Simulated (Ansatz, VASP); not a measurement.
# One calculation of Ge, two programs

File POSCAR:

```
Ge
1.0
    2.7239300231      2.7239300231      0.0000000000
   -2.7239300231      2.7239300231      0.0000000000
    0.0000000000      0.0000000000      5.8310366884
Ge
4
Direct
    0.5000000000      0.5000000000      0.5000000000
    0.5000000000      0.0000000000      0.2500000000
    0.0000000000      0.0000000000      0.0000000000
    0.0000000000      0.5000000000      0.7500000000
```

Contents of INCAR.step1:

```
SYSTEM = Ge
ALGO = Normal ; EDIFF = 1E-4
ENCUT = 520 ; GGA = PE
ISMEAR = 0 ; LASPH = .True.
LCHARG = .False. ; LREAL = .False.
LWAVE = .True. ; NBANDS = 36
NELM = 60 ; PREC = Accurate
SIGMA = 0.02
```

The input INCAR.step2:

```
SYSTEM = Ge
ALGO = Normal ; EDIFF = 1E-6
ENCUT = 520 ; ISIF = 2
ISMEAR = 0 ; ISTART = 1
LASPH = .True. ; LCHARG = .False.
LMIXTAU = .True. ; LREAL = .False.
LWAVE = .False. ; METAGGA = R2SCAN
NBANDS = 36 ; NELM = 60
PREC = Accurate ; SIGMA = 0.02
```

The input KPOINTS:

```
k-points
0
Gamma
  10 10 6
  0 0 0
```

Input for Ansatz:

```yaml
crystal:
  lattice:
    - [2.7239300231, 2.7239300231, 0.0]
    - [-2.7239300231, 2.7239300231, 0.0]
    - [0.0, 0.0, 5.8310366884]
  atoms:
    - { symbol: Ge, position: [0.5, 0.5, 0.5] }
    - { symbol: Ge, position: [0.5, 0.0, 0.25] }
    - { symbol: Ge, position: [0.0, 0.0, 0.0] }
    - { symbol: Ge, position: [0.0, 0.5, 0.75] }
basis:
  ecutwfc: 500
kpoints:
  mp_grid: { grid: [10, 10, 6] }
  band_path: { path: [VBM, CBM], npoints: 2 }
hamiltonian:
  xc: r2scan
scf:
  occupations: { method: gaussian, width: 0.02 }
output:
  forces: true
  stress: true
  eigenvalues: true
checkpoint:
  read: start.run
  write: ck
  compress: false
  write_wavefunctions: false
  write_every: 100000
```

Alike in both runs: task single point; functional r2SCAN; k mesh 10 × 10 × 6; occupations gaussian, width 0.02 eV; no spin polarisation.

```csv
,VASP,Ansatz
version,VASP 6.6.1,Ansatz 0.2.0
potentials or method,"VASP PAW PBE potentials, release 64 (Ge_d), cutoff 520 eV","scalar-relativistic, plane waves, PAW"
valence electrons in the cell,56,56
```

```csv
,VASP,Ansatz,Ansatz less VASP
gap on the k mesh at the Fermi level (eV),0.28,0.29,+0.011
least direct gap on the mesh (eV),0.59,0.63,+0.044
pressure (GPa),4.4,4.4,-0.04
"traceless stress, the component that is largest in VASP (GPa)",-4.31,-4.37,-0.061
```

VASP's potentials were made for PBE, not for r2SCAN.
